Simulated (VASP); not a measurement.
# Nb (I4/mmm) in VASP: notebook

Runs on Nb. Level: PBEsol. Tasks: single point.

Program: VASP 6.6.1. These are calculated values, not measurements. Logs are shortened: lines on timing, memory, paths and dates and some standing lists are left out, and cuts for length are marked.

## (1) The cell of the first run

Symmetry: I4/mmm, No. 139, tetragonal system. The conventional cell has a = 3.328 Å, b = 3.328 Å, c = 3.162 Å, α = 90.00°, β = 90.00°, γ = 90.00°. Within 3.7 Å of Nb (site symmetry 4/mmm) lie 14 Nb at 2.83 to 3.33 Å.

## (2) Single point, PBEsol (strain -0.0500 x Voigt [0, 0, 1, 0, 0, 0])

File INCAR:

```
ALGO = Fast ; EDIFF = 1E-7
ENCUT = 520 ; GGA = PS
ISIF = 2 ; ISMEAR = 0
LASPH = T ; LCHARG = F
LREAL = F ; LWAVE = F
NBANDS = 12 ; NELM = 60
PREC = Accurate ; SIGMA = 0.15
```

File KPOINTS:

```
k-points
0
Gamma
  20 20 20
```

File POSCAR:

```
Nb
1.0
   -1.6639500000      1.6639500000      1.5807525000
    1.6639500000     -1.6639500000      1.5807525000
    1.6639500000      1.6639500000     -1.5807525000
Nb
1
Direct
    0.0000000000      0.0000000000      0.0000000000
```

Potentials or basis: VASP PAW PBE potentials, release 64 (Nb_sv).

On the command line:

```bash
$ cat potpaw_PBE.64/Nb_sv/POTCAR > POTCAR
$ mpirun -np 1 vasp_std > vasp.out
```

OUTCAR:

```text
EDIFF = 1E-7
   ENCUT = 520
   GGA = PS
   ISIF = 2
   ISMEAR = 0
   LASPH = T
   LREAL = F
   NELM = 60
   PREC = Accurate

 ion  position               nearest neighbor table
   1  0.000  0.000  0.000-

  LATTYP: Found a body centered tetragonal cell.
 ALAT       =     3.3279000000
 C/A-ratio  =     0.9500000000

  Lattice vectors:

 A1 = (  -1.6639500000,   1.6639500000,   1.5807525000)
 A2 = (   1.6639500000,  -1.6639500000,   1.5807525000)
 A3 = (   1.6639500000,   1.6639500000,  -1.5807525000)

Analysis of symmetry for initial positions (statically):
=====================================================================
 Subroutine PRICEL returns:
 Original cell was already a primitive cell.

 Routine SETGRP: Setting up the symmetry group for a
 body centered tetragonal supercell.

 Subroutine GETGRP returns: Found 16 space group operations
 (whereof 16 operations were pure point group operations)
 out of a pool of 16 trial point group operations.

The static configuration has the point symmetry D_4h.

Analysis of symmetry for dynamics (positions and initial velocities):
=====================================================================
 Subroutine PRICEL returns:
 Original cell was already a primitive cell.

 Routine SETGRP: Setting up the symmetry group for a
 body centered tetragonal supercell.

 Subroutine GETGRP returns: Found 16 space group operations
 (whereof 16 operations were pure point group operations)
 out of a pool of 16 trial point group operations.

The dynamic configuration has the point symmetry D_4h.

 Subroutine INISYM returns: Found 16 space group operations
 (whereof 16 operations are pure point group operations),
 and found     1 'primitive' translations

----------------------------------------------------------------------------------------

                                     Primitive cell

  volume of cell :      17.5067

  direct lattice vectors                    reciprocal lattice vectors
    -1.663950000  1.663950000  1.580752500     0.000000000  0.300489798  0.316305051
     1.663950000 -1.663950000  1.580752500     0.300489798  0.000000000  0.316305051
     1.663950000  1.663950000 -1.580752500     0.300489798  0.300489798  0.000000000

  length of vectors
     2.834825863  2.834825863  2.834825863     0.436283170  0.436283170  0.424956748

  position of ions in fractional coordinates (direct lattice)
     0.000000000  0.000000000  0.000000000

  ion indices of the primitive-cell ions
   primitive index   ion index
                 1           1

----------------------------------------------------------------------------------------

 KPOINTS: k-points

Automatic generation of k-mesh.
 Grid dimensions read from file:
 generate k-points for:   20   20   20

 Generating k-lattice:

  Cartesian coordinates                     Fractional coordinates (reciprocal lattice)
     0.000000000  0.015024490  0.015815253     0.050000000  0.000000000 -0.000000000
     0.015024490  0.000000000  0.015815253     0.000000000  0.050000000 -0.000000000
     0.015024490  0.015024490  0.000000000     0.000000000  0.000000000  0.050000000

  Length of vectors
     0.021814158  0.021814158  0.021247837

  Shift w.r.t. Gamma in fractional coordinates (k-lattice)
     0.000000000  0.000000000  0.000000000

 Subroutine IBZKPT returns following result:
 ===========================================

 Found    641 irreducible k-points:

 Following reciprocal coordinates:
            Coordinates               Weight
  0.000000  0.000000  0.000000      1.000000
  0.050000 -0.000000  0.000000      8.000000
  0.100000 -0.000000  0.000000      8.000000
  0.150000  0.000000 -0.000000      8.000000
  0.200000 -0.000000  0.000000      8.000000
  0.250000  0.000000  0.000000      8.000000
[... 16 lines left out ...]
 -0.400000  0.050000 -0.000000     16.000000
 -0.350000  0.050000 -0.000000     16.000000
 [... further k-points ...]
   k-points           NKPTS =    641   k-points in BZ     NKDIM =    641   number of bands    NBANDS=     12
   number of dos      NEDOS =    301   number of ions     NIONS =      1
   total plane-waves  NPLWV =  13824
   dimension x,y,z NGX =    24 NGY =   24 NGZ =   24
   dimension x,y,z NGXF=    48 NGYF=   48 NGZF=   48
   ions per type =               1
   NGX,Y,Z   is equivalent  to a cutoff of  14.07, 14.07, 14.07 a.u.
   NGXF,Y,Z  is equivalent  to a cutoff of  28.15, 28.15, 28.15 a.u.
 SYSTEM =  unknown system
   PREC   = accura    normal or accurate (medium, high low for compatibility)
   ISTART =      0    job   : 0-new  1-cont  2-samecut
   ICHARG =      2    charge: 1-file 2-atom 10-const
   ISPIN  =      1    spin polarized calculation?
   LNONCOLLINEAR =      F non collinear calculations
   LSORBIT =      F    spin-orbit coupling
   LASPH  =      T    aspherical Exc in radial PAW
   ENCUT  =  520.0 eV  38.22 Ry    6.18 a.u.   5.27  5.27  5.27*2*pi/ulx,y,z
   NELM   =     60;   NELMIN=  2; NELMDL= -5     # of ELM steps
   EDIFF  = 0.1E-06   stopping-criterion for ELM
   LREAL  =      F    real-space projection
   EDIFFG = 0.1E-05   stopping-criterion for IOM
   NSW    =      0    number of steps for IOM
   IBRION =     -1    ionic relax: 0-MD 1-quasi-New 2-CG
   NFREE  =      0    steps in history (QN), initial steepest desc. (CG)
   ISIF   =      2    stress and relaxation
   ISYM   =      2    0-nonsym 1-usesym 2-fastsym
   POTIM  = 0.5000    time-step for ionic-motion
   TEBEG  =    0.0;   TEEND  =   0.0 temperature during run
   PSTRESS=    0.0 pullay stress
   NELECT =      13.0000    total number of electrons
   NUPDOWN=      -1.0000    fix difference up-down
   EMIN   =  10.00;   EMAX   =-10.00  energy-range for DOS
   EFERMI =   0.00;   METHOD = LEGACY
   ISMEAR =     0;   SIGMA  =   0.15  broadening in eV -4-tet -1-fermi 0-gaus
   EFERMI_NEDOS =   21; number of points for ismear=-14 and -15
   IALGO  =     68    algorithm
   IMIX   =      4    mixing-type and parameters
     AMIX     =   0.40;   BMIX     =  1.00
     AMIX_MAG =   1.60;   BMIX_MAG =  1.00
  volume/ion in A,a.u.               =      17.51       118.14
  Fermi-wavevector in a.u.,A,eV,Ry     =   1.482476  2.801474 29.902020  2.197737
  Thomas-Fermi vector in A             =   2.596258
   LORBIT       =      0    0 simple, 1 ext, 2 COOP (PROOUT), +10 PAW based schemes
   GGA     = PS    functional components
   LHFCALC =     F    Hartree Fock is set to
   AEXX    =    0.0000 exact exchange contribution
   IVDW    =     0    specifies the selected vdW correction
   LEPSILON=     F    determine dielectric tensor
   LRPA    =     F    only Hartree local field effects (RPA)
 non-spin polarized calculation
 RMM-DIIS sequential band-by-band and
 Gauss-broadening in eV      SIGMA  =   0.15
  energy-cutoff  :      520.00
  volume of cell :       17.51
 maximum number of plane-waves:       482
 NGX is ok and might be reduce to    24
   NGX = 11   NGY = 11   NGZ = 11

 number of electron      13.0000000 magnetization

 Free energy of the ion-electron system (eV)
  ---------------------------------------------------
  ext. energy  EPLUGINS =         0.00000000
  ---------------------------------------------------
  free energy    TOTEN  =       -10.95032671 eV

  energy without entropy =      -10.93368898  energy(sigma->0) =      -10.94200785

 E-fermi :  11.4558     XC(G=0): -12.7764

 val. band max:       11.4538711260   @ k =   0.5000   0.3000   0.0500
 cond. band min:      11.4607804949   @ k =  -0.3500   0.4500   0.1500
 fundamental gap:      0.0069093689
 Fermi energy:        11.4558252033

 k-point     1 :       0.0000    0.0000    0.0000
  band No.  band energies     occupation
      1     -42.7841      2.00000
      2     -18.0361      2.00000
      3     -18.0361      2.00000
      4     -18.0334      2.00000
      5       5.4222      2.00000
      6      11.4236      1.23901
      7      12.0322      0.00000
      8      12.0322      0.00000
      9      14.3651      0.00000
     10      15.2015      0.00000
     11      25.4527      0.00000
     12      25.4531      0.00000

 k-point     2 :       0.0500   -0.0000    0.0000
  band No.  band energies     occupation
      1     -42.7773      2.00000
      2     -18.0745      2.00000
      3     -18.0484      2.00000
      4     -18.0359      2.00000
      5       5.5322      2.00000
      6      11.4363      1.14600
      7      12.0087      0.00000
      8      12.0502      0.00000
      9      14.3517      0.00000
     10      15.1128      0.00000
     11      25.6411      0.00000
     12      25.6469      0.00000

 k-point     3 :       0.1000   -0.0000    0.0000
  band No.  band energies     occupation
      1     -42.7577      2.00000
      2     -18.1888      2.00000
      3     -18.0842      2.00000
      4     -18.0391      2.00000
      5       5.8500      2.00000
      6      11.3619      1.62425
      7      11.9195      0.00001
      8      12.2292      0.00000
      9      14.3157      0.00000
     10      14.9310      0.00000
     11      26.0683      0.00000
     12      26.2157      0.00000
[... 286 lines left out ...]
 k-point    23 :      -0.4000    0.0500   -0.0000
  band No.  band energies     occupation
      1     -42.5416      2.00000
      2     -19.3139      2.00000
      3     -18.4601      2.00000
      4     -18.0851      2.00000
      5       7.8294      2.00000
      6       9.7918      2.00000
      7      12.4343      0.00000
      8      14.9155      0.00000
      9      15.4332      0.00000
     10      16.7979      0.00000
     11      24.0692      0.00000
     12      25.8024      0.00000

 k-point    24 :      -0.3500    0.0500   -0.0000
  band No.  band energies     occupation
      1     -42.5779      2.00000
      2     -19.1382      2.00000
      3     -18.3980      2.00000
      4     -18.0783      2.00000
      5       7.8684      2.00000
      6      10.0264      2.00000
      7      11.7448      0.00644
      8      14.7365      0.00000
      9      15.1767      0.00000
     10      15.8110      0.00000
     11      24.8081      0.00000
     12      26.9122      0.00000

 [... further k-points ...]
[... 5 lines left out ...]
  --------------------------------------------------------------------------------------
  -------------------------------------------------------------------------------------
  Total       -0.2042805     -0.2042805      0.3706204      0.0000000     -0.0000000      0.0000000
  in kB      -18.6953271    -18.6953271     33.9184137      0.0000000     -0.0000000      0.0000000
  external PRESSURE =      -1.1574135 kB  Pullay stress =       0.0000000 kB

 VOLUME and BASIS-vectors are now :
 -----------------------------------------------------------------------------
  energy-cutoff  :      520.00
  volume of cell :       17.51
      direct lattice vectors                 reciprocal lattice vectors
    -1.663950000  1.663950000  1.580752500     0.000000000  0.300489798  0.316305051
     1.663950000 -1.663950000  1.580752500     0.300489798  0.000000000  0.316305051
     1.663950000  1.663950000 -1.580752500     0.300489798  0.300489798  0.000000000

 POSITION                                       TOTAL-FORCE (eV/Angst)
 -----------------------------------------------------------------------------------
      0.00000      0.00000      0.00000         0.000000      0.000000      0.000000
 -----------------------------------------------------------------------------------
    total drift:                                0.000000      0.000000     -0.000000

  FREE ENERGIE OF THE ION-ELECTRON SYSTEM (eV)
  ---------------------------------------------------
  free  energy   TOTEN  =       -10.9503267145 eV

  energy  without entropy=      -10.9336889784  energy(sigma->0) =      -10.94200785
```

Run time: 3.1 min. Hardware: 1 thread of Intel Xeon Platinum 8259CL at 2.50GHz (Skylake/Cascade Lake), shared host; peak memory 0.25 GiB.

What came out:

```yaml
Free_energy: -10.9503 eV
Pressure: -0.1 GPa
```

Stress tensor (GPa, compression positive):
```
-1.87  0.00  0.00
 0.00 -1.87  0.00
 0.00  0.00  3.39
```

Caveat: the cell differs from its parent crystal (strain -0.0500 x Voigt [0, 0, 1, 0, 0, 0]); the PAW data sets were made with another functional, which shifts forces and pressure a little.

(Continued in part 2 of 2.)
